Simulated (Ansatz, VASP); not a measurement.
Given: the input of a run of VASP 6.6.1 on WC.

INCAR

```
PREC = Accurate
ENCUT = 600
EDIFF = 1E-6
ISMEAR = 1
SIGMA = 0.1
LREAL = False
LASPH = True
NELM = 120
ALGO = Normal
ISIF = 2
LWAVE = False
LCHARG = True
GGA = PS
LELF = True
LVHAR = True
NBANDS = 16
GGA_COMPAT = False
```

The input KPOINTS:

```
regular mesh
0
Gamma
  10 10 9
```

Contents of POSCAR:

```
WC
1.0
    2.9065000000      0.0000000000      0.0000000000
   -1.4532500000      2.5171028361      0.0000000000
    0.0000000000      0.0000000000      2.8366000000
W C
1 1
Direct
    0.0000000000      0.0000000000      0.0000000000
    0.6666666667      0.3333333333      0.5000000000
```

Potentials or basis: VASP PAW PBE potentials, release 64 (W_sv, C).

Command:

```sh
$ cat potpaw_PBE.64/W_sv/POTCAR potpaw_PBE.64/C/POTCAR > POTCAR
$ mpirun -np 1 vasp_std > vasp.out
```

Problem. Set up the same calculation for Ansatz 0.2.0. Potentials there: JTH PAW LDA.

Solution. As run (the cutoff follows the program's own potentials):

File input.yaml:

```yaml
crystal:
  lattice: { a: 2.9065, b: 2.9065, c: 2.8366, alpha: 90.0, beta: 90.0, gamma: 120.0 }
  space_group: 187
  reduce_to_primitive: true
  atoms:
    - { symbol: W, wyckoff: "1a", position: [0.0, 0.0, 0.0] }
    - { symbol: C, wyckoff: "1f", position: [0.6666666667, 0.3333333333, 0.5] }
hamiltonian:
  xc: pbesol
  pseudopotentials: { kind: paw, xc_functional: lda, accuracy: standard }
kpoints:
  mp_grid: { grid: [10, 10, 9] }
scf:
  occupations: { method: methfessel_paxton, width: 0.1 }
output:
  forces: true
  stress: true
  eigenvalues: true
```

Potentials or basis: JTH PAW LDA.

Run with:

```sh
$ ansatz run input.yaml --threads 1 --pin off --max-ram 2560MiB --backend cpu --events-out ev --progress --plain --runs-dir out
```

Both were run:

|  | VASP | Ansatz | Ansatz less VASP |
| --- | --- | --- | --- |
| gap on the k mesh at the Fermi level (eV) | none | none | - |
| pressure (GPa) | -2.3 | -3.3 | -0.95 |
| traceless stress, the component that is largest in VASP (GPa) | -0.79 | -0.98 | -0.182 |

VASP's potentials were made for PBE, not for PBEsol. A gap of «none» marks a metal or a gap that the smearing closes.

Neither program's run includes spin-orbit coupling.
